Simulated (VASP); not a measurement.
Set up this calculation in VASP 6.6.1, as the native input.

| Property | Result |
| --- | --- |
| Task | single point |
| Functional | PBE |
| Potentials or basis | VASP PAW PBE potentials, release 64 (Ta_pv, Mo_sv, Au) |
| Cutoff | 520 eV |
| k mesh | 6 × 6 × 4 |
| Occupations | gaussian, width 0.1 eV |
| Spin | no spin polarisation |
| Dipole correction | no |
| Further INCAR settings | ALGO = Normal; EDIFF = 1e-06; NBANDS = 38 |

The structure of TaMo2Au2 lies in POSCAR:

```
TaMo2Au2
1.0
    4.5044171788     -0.0000000033      0.0000000000
   -2.2522085866      3.9009397077      0.0000000000
    0.0000000000      0.0000000000      7.2035637052
Ta Mo Au
1 2 2
Direct
    0.0000000000      0.0000000000      0.5000000000
    0.0000000000      0.0000000000      0.1703472846
    0.0000000000      0.0000000000      0.8296527154
    0.3333333333      0.6666666667      0.0000000000
    0.6666666667      0.3333333333      0.0000000000
```

The cell was generated, and may not be a known phase.

These files were run (other wordings do the same):

INCAR

```
ALGO     = Normal         # electronic algorithm
EDIFF    = 1E-6           # SCF threshold, eV
ENCUT    = 520            # plane-wave cutoff, eV
GGA      = PE             # functional
ISIF     = 2              # what is computed and relaxed
ISMEAR   = 0              # smearing method
LASPH    = True           # aspherical terms in the spheres
LCHARG   = False          # write CHGCAR
LREAL    = False          # projectors in reciprocal space
LWAVE    = False          # write WAVECAR
NBANDS   = 38             # bands
NELM     = 60             # most SCF steps
PREC     = Accurate       # precision mode
SIGMA    = 0.1            # smearing width, eV
```

KPOINTS

```
k-points
0
Gamma
  6 6 4
```

Potentials or basis: VASP PAW PBE potentials, release 64 (Ta_pv, Mo_sv, Au).

Command:

```bash
$ cat potpaw_PBE.64/Ta_pv/POTCAR potpaw_PBE.64/Mo_sv/POTCAR potpaw_PBE.64/Au/POTCAR > POTCAR
$ mpirun -np 1 vasp_std > vasp.out
```

It gave:

The pressure is 0.1 GPa and the largest force is 0.039 eV/Å. The band gap on the k mesh is zero (an odd number of electrons rules out a gap without spin polarisation).

Caveat: spin-orbit coupling is left out, which moves the levels of the heavy elements.

Wall time 44 s on 1 thread of Intel(R) Xeon(R) 6975P-C (Granite Rapids) (shared host), peak memory 0.3 GiB.
